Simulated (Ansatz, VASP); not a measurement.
**One calculation of Au, two programs**

```
CELL_PARAMETERS angstrom
-1.63487 1.63487 1.63487
1.63487 -1.63487 1.63487
1.63487 1.63487 -1.63487
ATOMIC_POSITIONS crystal
Au 0.00000 0.00000 0.00000
```

Alike in both runs: task single point; functional PBE; k mesh 11 × 11 × 11; occupations fermi-dirac, width 0.05 eV; no spin polarisation.

|  | VASP | Ansatz |
| --- | --- | --- |
| version | VASP 6.6.1 | Ansatz 0.2.0 |
| potentials or method | VASP PAW PBE potentials, release 64 (Au) | Ansatz PAW soft_1 |
| plane-wave cutoff (eV) | 500 | 420 |
| valence electrons in the cell | 11 | 19 |

Ansatz gave:

| Property | Result |
| --- | --- |
| gap on the k mesh at the Fermi level (eV) | none |
| pressure (GPa) | 5.0 |

Task: What did VASP give for the same quantities?

Result: gap on the k mesh at the Fermi level (eV): none; pressure (GPa): 4.8.

A gap of «none» marks a metal or a gap that the smearing closes. VASP's potentials hold 11 valence electrons a cell and Ansatz's 19, so a difference there can come from the potentials and not from the codes.

Neither program's run includes spin-orbit coupling.
